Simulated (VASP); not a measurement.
# Ca9Mg7S16 (P1) in VASP: further runs

Aim: see how the results for Ca9Mg7S16 move with the level of theory and the settings. Levels: PBEsol, HSE06. Tasks: relaxation of volume and atoms at fixed shape, single point.

All numbers are computed with VASP 6.6.1; they aren't measurements. Logs are shortened: lines on timing, memory, paths and dates and some standing lists are left out, and cuts for length are marked.

## Step 1: The cell of the first run

The typed cell holds 64 atoms: a = 10.869 Å, b = 10.869 Å, c = 10.869 Å, α = 90.00°, β = 90.00°, γ = 90.00°.

## Step 2: Relaxation of volume and atoms at fixed shape, PBEsol

File INCAR:

```
SYSTEM = Ca9Mg7S16
ALGO = Normal ; EDIFF = 1E-6
EDIFFG = -0.03 ; ENCUT = 600
GGA = PS ; IBRION = 2
ISIF = 8 ; ISMEAR = -1
LASPH = .True. ; LCHARG = .False.
LREAL = Auto ; LUSENCCL = .False.
LWAVE = .False. ; NELM = 60
NSW = 100 ; PREC = Accurate
SIGMA = 0.05
```

File KPOINTS:

```
Automatic mesh
0
Gamma
  1 1 1
  0.5 0.5 0.5
```

File POSCAR:

```
Ca9Mg7S16
1.0
   10.8693480000      0.0000000000      0.0000000000
    0.0000000000     10.8693480000      0.0000000000
    0.0000000000      0.0000000000     10.8693480000
S Mg Ca
32 14 18
Direct
    0.2483060000      0.9994680000      0.0003320000
    0.2485840000      0.0023020000      0.5017750000
    0.2505890000      0.4980740000      0.0013620000
    0.2506870000      0.4998990000      0.4983330000
    0.7503750000      0.9991450000      0.0001180000
    0.7510080000      0.9968860000      0.4985410000
    0.7521580000      0.4963630000      0.0023320000
    0.7522340000      0.4985790000      0.5007030000
    0.9967530000      0.2480720000      0.0006090000
    0.9973650000      0.2502610000      0.5000270000
    0.9981250000      0.7504990000      0.0014720000
    0.9985780000      0.7482620000      0.4980020000
    0.5014870000      0.2491570000      0.0011570000
    0.4976600000      0.2508060000      0.5036710000
    0.5011890000      0.7515050000      0.0018420000
    0.4992640000      0.7496450000      0.4988210000
    0.9951830000      0.0011130000      0.2492290000
    0.0017280000      0.0005970000      0.7535300000
    0.0021540000      0.4997890000      0.2491470000
    0.0032450000      0.5011480000      0.7455090000
    0.5006910000      0.9983350000      0.2499870000
    0.5004770000      0.0022110000      0.7508140000
    0.5004890000      0.5020150000      0.2496460000
    0.4980410000      0.5023820000      0.7530450000
    0.2500710000      0.2460310000      0.2505230000
    0.2489700000      0.2511140000      0.7482160000
    0.2502890000      0.7522260000      0.2493370000
    0.2487120000      0.7518460000      0.7526080000
    0.7513950000      0.2477100000      0.2539430000
    0.7503110000      0.2493720000      0.7502240000
    0.7505940000      0.7503160000      0.2476000000
    0.7508230000      0.7491890000      0.7502790000
    0.9969350000      0.9995810000      0.9967450000
    0.0018690000      0.4998120000      0.9984750000
    0.5015040000      0.9984590000      0.4992030000
    0.4973420000      0.5044870000      0.0008570000
    0.2479930000      0.2503110000      0.9994010000
    0.2509110000      0.2480560000      0.4984320000
    0.7528480000      0.7496550000      0.9999740000
    0.7516440000      0.9967600000      0.2483680000
    0.7510400000      0.5014370000      0.2513640000
    0.7461020000      0.4966690000      0.7513910000
    0.9976530000      0.2500950000      0.7515620000
    0.5009270000      0.2503410000      0.2486730000
    0.4981890000      0.2510970000      0.7542140000
    0.5027760000      0.7505060000      0.2516110000
    0.9986800000      0.9987200000      0.4991500000
    0.0014020000      0.4986300000      0.4993690000
    0.4996140000      0.9999010000      0.0022760000
    0.4998530000      0.5019750000      0.5026750000
    0.2490880000      0.7496820000      0.9990120000
    0.2514100000      0.7512430000      0.5014580000
    0.7520460000      0.2499910000      0.9990170000
    0.7510360000      0.2514230000      0.4985420000
    0.7504450000      0.7500850000      0.4992850000
    0.2475800000      0.9983510000      0.2482660000
    0.2521080000      0.0001230000      0.7474990000
    0.2468120000      0.5016770000      0.2497690000
    0.2449260000      0.5007270000      0.7502160000
    0.7508080000      0.0009710000      0.7482070000
    0.9984070000      0.2513700000      0.2525270000
    0.0007960000      0.7486430000      0.2489260000
    0.0000590000      0.7522340000      0.7505220000
    0.5003060000      0.7465710000      0.7499670000
```

Potentials or basis: VASP PAW PBE potentials, release 64 (S, Mg, Ca_sv).

Run with:

```sh
$ cat potpaw_PBE.64/S/POTCAR potpaw_PBE.64/Mg/POTCAR potpaw_PBE.64/Ca_sv/POTCAR > POTCAR
$ mpirun -np 1 vasp_std > vasp.out
```

OUTCAR:

```text
SYSTEM = Ca9Mg7S16
   EDIFF = 1E-6
   EDIFFG = -0.03
   ENCUT = 600
   GGA = PS
   IBRION = 2
   ISIF = 8
   ISMEAR = -1
   LASPH = .True.
   LREAL = Auto
   NELM = 60
   NSW = 100
   PREC = Accurate

 ion  position               nearest neighbor table
   1  0.248  0.999  0.000-  56 2.69  51 2.72  37 2.73  49 2.73  33 2.73  57 2.75
   2  0.249  0.002  0.502-  57 2.67  38 2.67  47 2.72  52 2.73  35 2.75  56 2.76
   3  0.251  0.498  0.001-  36 2.68  37 2.69  58 2.70  34 2.70  59 2.73  51 2.73
   4  0.251  0.500  0.498-  58 2.70  50 2.71  48 2.71  52 2.73  38 2.74  59 2.74
   5  0.750  0.999  0.000-  33 2.68  40 2.70  39 2.71  49 2.73  53 2.73  60 2.74
   6  0.751  0.997  0.499-  55 2.68  47 2.69  35 2.71  60 2.71  40 2.72  54 2.77
[... 56 lines left out ...]
  63  0.000  0.752  0.751-  18 2.70  28 2.70  32 2.71  11 2.73  20 2.73  12 2.75
  64  0.500  0.747  0.750-  24 2.65  32 2.72  16 2.73  28 2.74  15 2.74  22 2.78

  LATTYP: Found a simple cubic cell.
 ALAT       =    10.8693480000

  Lattice vectors:

 A1 = (  10.8693480000,   0.0000000000,   0.0000000000)
 A2 = (   0.0000000000,  10.8693480000,   0.0000000000)
 A3 = (   0.0000000000,   0.0000000000,  10.8693480000)

Analysis of symmetry for initial positions (statically):
=====================================================================
 Subroutine PRICEL returns:
 Original cell was already a primitive cell.

 Routine SETGRP: Setting up the symmetry group for a
 simple cubic supercell.

 Subroutine GETGRP returns: Found  1 space group operations
 (whereof  1 operations were pure point group operations)
 out of a pool of 48 trial point group operations.

The static configuration has the point symmetry C_1 .

Analysis of symmetry for dynamics (positions and initial velocities):
=====================================================================
 Subroutine PRICEL returns:
 Original cell was already a primitive cell.

 Routine SETGRP: Setting up the symmetry group for a
 simple cubic supercell.

 Subroutine GETGRP returns: Found  1 space group operations
 (whereof  1 operations were pure point group operations)
 out of a pool of 48 trial point group operations.

The dynamic configuration has the point symmetry C_1 .

 Subroutine INISYM returns: Found  1 space group operations
 (whereof  1 operations are pure point group operations),
 and found     1 'primitive' translations

----------------------------------------------------------------------------------------

                                     Primitive cell

  volume of cell :    1284.1344

  direct lattice vectors                    reciprocal lattice vectors
    10.869348000  0.000000000  0.000000000     0.092001839  0.000000000  0.000000000
     0.000000000 10.869348000  0.000000000     0.000000000  0.092001839  0.000000000
     0.000000000  0.000000000 10.869348000     0.000000000  0.000000000  0.092001839

  length of vectors
    10.869348000 10.869348000 10.869348000     0.092001839  0.092001839  0.092001839

  position of ions in fractional coordinates (direct lattice)
     0.248306000  0.999468000  0.000332000
     0.248584000  0.002302000  0.501775000
     0.250589000  0.498074000  0.001362000
     0.250687000  0.499899000  0.498333000
     0.750375000  0.999145000  0.000118000
     0.751008000  0.996886000  0.498541000
[... 56 lines left out ...]
     0.000059000  0.752234000  0.750522000
     0.500306000  0.746571000  0.749967000

  ion indices of the primitive-cell ions
   primitive index   ion index
                 1           1
                 2           2
                 3           3
                 4           4
                 5           5
                 6           6
[... 56 lines left out ...]
                63          63
                64          64

----------------------------------------------------------------------------------------

 KPOINTS: Automatic mesh

Automatic generation of k-mesh.
 Grid dimensions read from file:
 generate k-points for:    1    1    1

 Generating k-lattice:

  Cartesian coordinates                     Fractional coordinates (reciprocal lattice)
     0.092001839  0.000000000  0.000000000     1.000000000  0.000000000  0.000000000
     0.000000000  0.092001839  0.000000000     0.000000000  1.000000000  0.000000000
     0.000000000  0.000000000  0.092001839     0.000000000  0.000000000  1.000000000

  Length of vectors
     0.092001839  0.092001839  0.092001839

  Shift w.r.t. Gamma in fractional coordinates (k-lattice)
     0.500000000  0.500000000  0.500000000

 Subroutine IBZKPT returns following result:
 ===========================================

 Found      1 irreducible k-points:

 Following reciprocal coordinates:
            Coordinates               Weight
  0.500000  0.500000  0.500000      1.000000
   k-points           NKPTS =      1   k-points in BZ     NKDIM =      1   number of bands    NBANDS=    240
   number of dos      NEDOS =    301   number of ions     NIONS =     64
   total plane-waves  NPLWV = 729000
   dimension x,y,z NGX =    90 NGY =   90 NGZ =   90
   dimension x,y,z NGXF=   180 NGYF=  180 NGZF=  180
   ions per type =              32  14  18
   NGX,Y,Z   is equivalent  to a cutoff of  13.77, 13.77, 13.77 a.u.
   NGXF,Y,Z  is equivalent  to a cutoff of  27.53, 27.53, 27.53 a.u.
 SYSTEM =  Ca9Mg7S16
   PREC   = accura    normal or accurate (medium, high low for compatibility)
   ISTART =      0    job   : 0-new  1-cont  2-samecut
   ICHARG =      2    charge: 1-file 2-atom 10-const
   ISPIN  =      1    spin polarized calculation?
   LNONCOLLINEAR =      F non collinear calculations
   LSORBIT =      F    spin-orbit coupling
   LASPH  =      T    aspherical Exc in radial PAW
   ENCUT  =  600.0 eV  44.10 Ry    6.64 a.u.  21.71 21.71 21.71*2*pi/ulx,y,z
   NELM   =     60;   NELMIN=  2; NELMDL= -5     # of ELM steps
   EDIFF  = 0.1E-05   stopping-criterion for ELM
   LREAL  =      T    real-space projection
   EDIFFG = -.3E-01   stopping-criterion for IOM
   NSW    =    100    number of steps for IOM
   IBRION =      2    ionic relax: 0-MD 1-quasi-New 2-CG
   NFREE  =      1    steps in history (QN), initial steepest desc. (CG)
   ISIF   =      8    stress and relaxation
   ISYM   =      2    0-nonsym 1-usesym 2-fastsym
   POTIM  = 0.5000    time-step for ionic-motion
   TEBEG  =    0.0;   TEEND  =   0.0 temperature during run
   PSTRESS=    0.0 pullay stress
   NELECT =     400.0000    total number of electrons
   NUPDOWN=      -1.0000    fix difference up-down
   EMIN   =  10.00;   EMAX   =-10.00  energy-range for DOS
   EFERMI =   0.00;   METHOD = LEGACY
   ISMEAR =    -1;   SIGMA  =   0.05  broadening in eV -4-tet -1-fermi 0-gaus
   EFERMI_NEDOS =   21; number of points for ismear=-14 and -15
   IALGO  =     38    algorithm
   IMIX   =      4    mixing-type and parameters
     AMIX     =   0.40;   BMIX     =  1.00
     AMIX_MAG =   1.60;   BMIX_MAG =  1.00
  volume/ion in A,a.u.               =      20.06       135.40
  Fermi-wavevector in a.u.,A,eV,Ry     =   1.109749  2.097121 16.756150  1.231542
  Thomas-Fermi vector in A             =   2.246292
   LORBIT       =      0    0 simple, 1 ext, 2 COOP (PROOUT), +10 PAW based schemes
   GGA     = PS    functional components
   LHFCALC =     F    Hartree Fock is set to
   AEXX    =    0.0000 exact exchange contribution
   IVDW    =     0    specifies the selected vdW correction
   LEPSILON=     F    determine dielectric tensor
   LRPA    =     F    only Hartree local field effects (RPA)
 conjugate gradient relaxation of ions
 non-spin polarized calculation
  energy-cutoff  :      600.00
  volume of cell :     1284.13
 maximum number of plane-waves:     42920
 NGX is ok and might be reduce to    90
   NGX = 43   NGY = 43   NGZ = 43

--------------------------------------- Ionic step        1  -------------------------------------------

 number of electron     400.0000004 magnetization

 Free energy of the ion-electron system (eV)
  ---------------------------------------------------
  ext. energy  EPLUGINS =         0.00000000
  ---------------------------------------------------
  free energy    TOTEN  =      -319.37541860 eV

  energy without entropy =     -319.37541860  energy(sigma->0) =     -319.37541860

------------------------ aborting loop because EDIFF is reached ----------------------------------------

  FORCE on cell =-STRESS in cart. coord.  units (eV):
  Direction    XX          YY          ZZ          XY          YZ          ZX
  --------------------------------------------------------------------------------------
  -------------------------------------------------------------------------------------
  Total        8.5064216      8.9680002      8.0122592      0.1603050      0.5688472     -0.3466788
  in kB       10.6132161     11.1891143      9.9966639      0.2000079      0.7097341     -0.4325411
  external PRESSURE =      10.5996647 kB  Pullay stress =       0.0000000 kB
[... 275 lines left out ...]
  FREE ENERGIE OF THE ION-ELECTRON SYSTEM (eV)
  ---------------------------------------------------
  free  energy   TOTEN  =      -320.8771601815 eV

  energy  without entropy=     -320.8771601814  energy(sigma->0) =     -320.87716018

[... ionic steps 4 to 7 ...]

--------------------------------------- Ionic step        8  -------------------------------------------

 number of electron     400.0000005 magnetization

------------------------ aborting loop because EDIFF is reached ----------------------------------------
[... 191 lines left out ...]
--------------------------------------- Ionic step       10  -------------------------------------------

 number of electron     400.0000002 magnetization

 Free energy of the ion-electron system (eV)
  ---------------------------------------------------
  ext. energy  EPLUGINS =         0.00000000
  ---------------------------------------------------
  free energy    TOTEN  =      -321.39439458 eV

  energy without entropy =     -321.39439458  energy(sigma->0) =     -321.39439458

 E-fermi :   4.0996     XC(G=0):  -9.7317

 val. band max:        2.8492422609   @ k =   0.5000   0.5000   0.5000
 cond. band min:       6.6402061724   @ k =   0.5000   0.5000   0.5000
 fundamental gap:      3.7909639115
 Fermi energy:         4.0995656683

 k-point     1 :       0.5000    0.5000    0.5000
  band No.  band energies     occupation
      1     -35.8450      2.00000
      2     -35.7336      2.00000
      3     -35.7181      2.00000
      4     -35.6850      2.00000
      5     -35.6622      2.00000
      6     -35.6565      2.00000
[... 204 lines left out ...]
    211       6.9958      0.00000
    212       7.1059      0.00000
 [bands above 212 left out]

------------------------ aborting loop because EDIFF is reached ----------------------------------------

  FORCE on cell =-STRESS in cart. coord.  units (eV):
  Direction    XX          YY          ZZ          XY          YZ          ZX
  --------------------------------------------------------------------------------------
  -------------------------------------------------------------------------------------
  Total       -1.0948574      1.1457187      1.3801635      0.0242424     -0.1620904      0.2190416
  in kB       -1.3551287      1.4180809      1.7082583      0.0300053     -0.2006228      0.2711125
  external PRESSURE =       0.5904035 kB  Pullay stress =       0.0000000 kB
[... 79 lines left out ...]
  FREE ENERGIE OF THE ION-ELECTRON SYSTEM (eV)
  ---------------------------------------------------
  free  energy   TOTEN  =      -321.3943945762 eV

  energy  without entropy=     -321.3943945760  energy(sigma->0) =     -321.39439458

 reached required accuracy - stopping structural energy minimisation
```

Run time: 12 min. Hardware: 1 × NVIDIA H100 80GB with 1 thread of AMD EPYC 7R13 (Zen 3), shared host; peak memory 2.1 GiB.

What came out:

```
Free energy                           : -321.3944 eV
Relaxed volume                        : 20.23 Å³/atom
Relaxed cell                          : a = 10.898 Å, b = 10.898 Å, c = 10.898 Å, α = 90.00°, β = 90.00°, γ = 90.00°
Space group after relaxing (to 0.1 Å) : P1 (No. 1)
Energy gained by relaxing             : 31.5 meV/atom
Ionic steps                           : 10
Pressure after relaxing               : 0.1 GPa
Largest force after relaxing          : 0.024 eV/Å
Band gap on the k mesh                : 3.79 eV
```

Forces in eV/Å, atoms in the order of the input:
```
S    0.000  0.011  0.016
S    0.010  0.001  0.014
S   -0.003 -0.007  0.008
S   -0.004  0.000  0.001
S    0.011  0.004  0.011
S   -0.011 -0.003  0.005
S   -0.014  0.005 -0.007
S    0.005  0.000 -0.008
S    0.006 -0.008 -0.004
S    0.000 -0.003  0.005
S   -0.020  0.000  0.004
S   -0.002  0.005  0.001
S    0.000  0.003 -0.007
S   -0.002 -0.006 -0.004
S    0.007 -0.011 -0.001
S   -0.013  0.006 -0.008
S    0.002 -0.002 -0.006
S   -0.006  0.002  0.011
S    0.000  0.006  0.008
S   -0.003 -0.006  0.004
S    0.005  0.007  0.005
S    0.002 -0.013 -0.013
S   -0.014 -0.007 -0.014
S    0.002 -0.006 -0.002
S   -0.010  0.001 -0.007
S    0.007 -0.006  0.003
S    0.002 -0.004  0.003
S   -0.002  0.001 -0.004
S    0.004  0.005  0.011
S   -0.008  0.010 -0.004
S   -0.007  0.004 -0.006
S   -0.006  0.004  0.015
Mg   0.005  0.009  0.011
Mg   0.009  0.003  0.012
Mg   0.005  0.000 -0.002
Mg   0.013 -0.014 -0.012
Mg  -0.001  0.015  0.003
Mg  -0.004  0.002  0.007
Mg  -0.007  0.020  0.003
Mg   0.004  0.018  0.007
Mg   0.002 -0.009  0.005
Mg   0.008 -0.003  0.004
Mg   0.011 -0.011 -0.005
Mg  -0.004  0.003 -0.001
Mg   0.016  0.000 -0.013
Mg  -0.006 -0.012 -0.005
Ca   0.003 -0.001  0.010
Ca  -0.002 -0.001 -0.002
Ca  -0.007 -0.010 -0.004
Ca  -0.001  0.012 -0.004
Ca  -0.010 -0.003 -0.003
Ca   0.012 -0.006  0.000
Ca  -0.006 -0.018 -0.015
Ca   0.017  0.012 -0.011
Ca  -0.005  0.017  0.001
Ca   0.006  0.009  0.003
Ca  -0.011 -0.006 -0.009
Ca  -0.014 -0.005  0.000
Ca   0.008 -0.008  0.000
Ca   0.010  0.000 -0.006
Ca   0.010  0.002  0.006
Ca  -0.001 -0.002 -0.008
Ca   0.000  0.000  0.011
Ca   0.003 -0.004 -0.013
```

Stress tensor (GPa, compression positive):
```
-0.14  0.00  0.03
 0.00  0.14 -0.02
 0.03 -0.02  0.17
```

Step by step:
```tsv
step	energy change (eV)	largest force (eV/Å)	pressure (GPa)	volume (Å³)
1	0.0000	1.6346	1.06	1284.13
2	-1.1313	1.0028	-0.54	1308.96
3	-1.5017	0.4671	-1.85	1333.40
4	-1.9320	0.2430	0.19	1291.02
5	-1.9322	0.2431	0.25	1290.00
6	-1.9838	0.1672	0.13	1292.43
7	-2.0056	0.1015	0.01	1295.31
8	-2.0132	0.0748	-0.02	1295.92
9	-2.0167	0.0493	-0.06	1296.69
10	-2.0190	0.0242	0.06	1294.46
```

Final structure:
```
CELL_PARAMETERS angstrom
10.89839 0.00000 0.00000
0.00000 10.89839 0.00000
0.00000 0.00000 10.89839
ATOMIC_POSITIONS crystal
S 0.24186 0.00814 0.00065
S 0.25689 0.00835 0.49935
S 0.24689 0.49173 0.00020
S 0.25066 0.49170 0.50007
S 0.75757 0.99219 0.00835
S 0.74342 0.99981 0.49161
S 0.75208 0.50773 0.00175
S 0.74961 0.49974 0.49820
S 0.00860 0.25071 0.99135
S 0.00937 0.24936 0.50860
S 0.99309 0.74890 0.99952
S 0.00019 0.75012 0.49964
S 0.48993 0.25823 0.00050
S 0.48985 0.24223 0.50096
S 0.50670 0.74220 0.00857
S 0.49995 0.75734 0.49227
S 0.99027 0.00051 0.24178
S 0.99868 0.00919 0.75847
S 0.98926 0.49898 0.23951
S 0.98978 0.49039 0.76042
S 0.51010 0.00125 0.25698
S 0.50115 0.00991 0.74444
S 0.51136 0.49854 0.24161
S 0.50942 0.49024 0.75990
S 0.26027 0.24995 0.25082
S 0.25174 0.25097 0.74964
S 0.25925 0.74988 0.24944
S 0.25051 0.74965 0.75045
S 0.73918 0.25112 0.24928
S 0.74793 0.25838 0.75084
S 0.74034 0.74816 0.24170
S 0.74918 0.74112 0.75764
Mg 0.99814 0.00179 0.99971
Mg 0.99630 0.49794 0.99880
Mg 0.50016 0.00339 0.49704
Mg 0.50413 0.49869 0.00263
Mg 0.24970 0.25168 0.99753
Mg 0.25274 0.24863 0.50192
Mg 0.75048 0.74599 0.00269
Mg 0.74716 0.99761 0.24821
Mg 0.74752 0.50124 0.24457
Mg 0.74930 0.49781 0.75708
Mg 0.00132 0.25134 0.75328
Mg 0.50005 0.25008 0.25004
Mg 0.49689 0.25126 0.75183
Mg 0.50431 0.75012 0.24892
Ca 0.99996 0.00195 0.49987
Ca 0.99871 0.49747 0.50126
Ca 0.50132 0.00214 0.00329
Ca 0.50150 0.49664 0.49897
Ca 0.24981 0.74826 0.00105
Ca 0.25205 0.75135 0.49889
Ca 0.74911 0.25354 0.00029
Ca 0.74597 0.24996 0.50011
Ca 0.74802 0.74923 0.49695
Ca 0.25316 0.00212 0.24995
Ca 0.25019 0.00482 0.75035
Ca 0.25398 0.49762 0.24775
Ca 0.24967 0.49609 0.75249
Ca 0.74966 0.00191 0.75175
Ca 0.99929 0.24988 0.24664
Ca 0.99530 0.74968 0.24634
Ca 0.99775 0.74842 0.75285
Ca 0.50189 0.74853 0.75213
```

Caveat: the k points lie up to 0.58 Å⁻¹ apart in the final cell; the PAW data sets were made with another functional, which shifts forces and pressure a little; a shifted mesh leaves out Γ, where band edges can lie.

(Part 1 of 2 ends here.)
